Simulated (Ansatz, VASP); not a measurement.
One calculation of Si2Mo, two programs

The input INCAR:

```
SYSTEM = Si2Mo
PREC = Accurate
ENCUT = 520
EDIFF = 1E-7
ISMEAR = 0
SIGMA = 0.15
LREAL = .FALSE.
LASPH = .TRUE.
NELM = 60
ALGO = Normal
ISIF = 2
LWAVE = .FALSE.
LCHARG = .TRUE.
GGA = PS
LELF = .TRUE.
LVHAR = .TRUE.
NBANDS = 43
```

File KPOINTS:

```
regular mesh
0
G
  12 12 6
  0 0 0
```

Contents of POSCAR:

```
Si2Mo
1.0
    4.5744403908      0.0000000000      0.0000000000
   -2.2872201954      3.9615815865      0.0000000000
    0.0000000000      0.0000000000      6.5665572496
Si Mo
6 3
Direct
    0.1830998980      0.8169001020      0.8333333333
    0.2904724650      0.1452362325      0.1666666667
    0.8547637675      0.7095275350      0.5000000000
    0.8547637675      0.1452362325      0.8333333333
    0.6338002040      0.8169001020      0.1666666667
    0.1830998980      0.3661997960      0.5000000000
    0.5119615747      0.0239231494      0.5000000000
   -0.0239231494      0.4880384253      0.1666666667
    0.5119615747      0.4880384253      0.8333333333
```

Input for Ansatz:

```yaml
crystal:
  lattice:
    - [4.5744403908, 0.0, 0.0]
    - [-2.2872201954, 3.9615815865, 0.0]
    - [0.0, 0.0, 6.5665572496]
  atoms:
    - { symbol: Si, position: [0.183099898, 0.816900102, 0.8333333333] }
    - { symbol: Si, position: [0.290472465, 0.1452362325, 0.1666666667] }
    - { symbol: Si, position: [0.8547637675, 0.709527535, 0.5] }
    - { symbol: Si, position: [0.8547637675, 0.1452362325, 0.8333333333] }
    - { symbol: Si, position: [0.633800204, 0.816900102, 0.1666666667] }
    - { symbol: Si, position: [0.183099898, 0.366199796, 0.5] }
    - { symbol: Mo, position: [0.5119615747, 0.0239231494, 0.5] }
    - { symbol: Mo, position: [-0.0239231494, 0.4880384253, 0.1666666667] }
    - { symbol: Mo, position: [0.5119615747, 0.4880384253, 0.8333333333] }
basis:
  ecutwfc: 420
kpoints:
  mp_grid: { grid: [12, 12, 6] }
hamiltonian:
  xc: pbesol
scf:
  occupations: { method: gaussian, width: 0.15 }
output:
  forces: true
  stress: true
  eigenvalues: true
```

Change from the starting cell: mode 4 (193.4 1/cm) frozen in, largest displacement +0.150 Å.

Alike in both runs: task single point; functional PBEsol; k mesh 12 × 12 × 6; occupations gaussian, width 0.15 eV; no spin polarisation.

|  | VASP | Ansatz |
| --- | --- | --- |
| version | VASP 6.6.1 | Ansatz 0.2.0 |
| potentials or method | VASP PAW PBE potentials, release 64 (Si, Mo_sv), cutoff 520 eV | scalar-relativistic, plane waves, PAW |
| valence electrons in the cell | 66 | 66 |

|  | VASP | Ansatz | Ansatz less VASP |
| --- | --- | --- | --- |
| gap on the k mesh at the Fermi level (eV) | none | none | - |
| pressure (GPa) | 0.6 | 0.2 | -0.38 |
| traceless stress, the component that is largest in VASP (GPa) | 0.48 | 0.47 | -0.016 |
| rms of the force components (eV/Å) | 0.477 | 0.479 | +0.0016 |

VASP's potentials were made for PBE, not for PBEsol. Atom by atom the forces differ by 0.002 eV/Å (rms over components). A gap of «none» marks a metal or a gap that the smearing closes.
